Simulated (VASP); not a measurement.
A run of VASP 6.6.1 is set up as follows.

File INCAR:

```
  PREC = Accurate
  ENCUT = 520
  EDIFF = 1E-6
  ISMEAR = 0
  SIGMA = 0.2
  LREAL = False
  LASPH = True
  NELM = 100
  ALGO = Normal
  ISIF = 2
  LWAVE = False
  LCHARG = False
  GGA = PE
  NBANDS = 8
```

The input KPOINTS:

```
Automatic mesh
0
Gamma
  13 13 13
```

File POSCAR:

```
Al
1.0
    0.0000000000      2.0199630948      2.0199630948
    2.0199630948      0.0000000000      2.0199630948
    2.0199630948      2.0199630948      0.0000000000
Al
1
Direct
    0.0000000000      0.0000000000      0.0000000000
```

Potentials or basis: VASP PAW PBE potentials, release 64 (Al).

The run is started by

```sh
$ cat potpaw_PBE.64/Al/POTCAR > POTCAR
$ mpirun -np 1 vasp_std > vasp.out
```

Q: Predict the pressure.

A: -0.1 GPa.
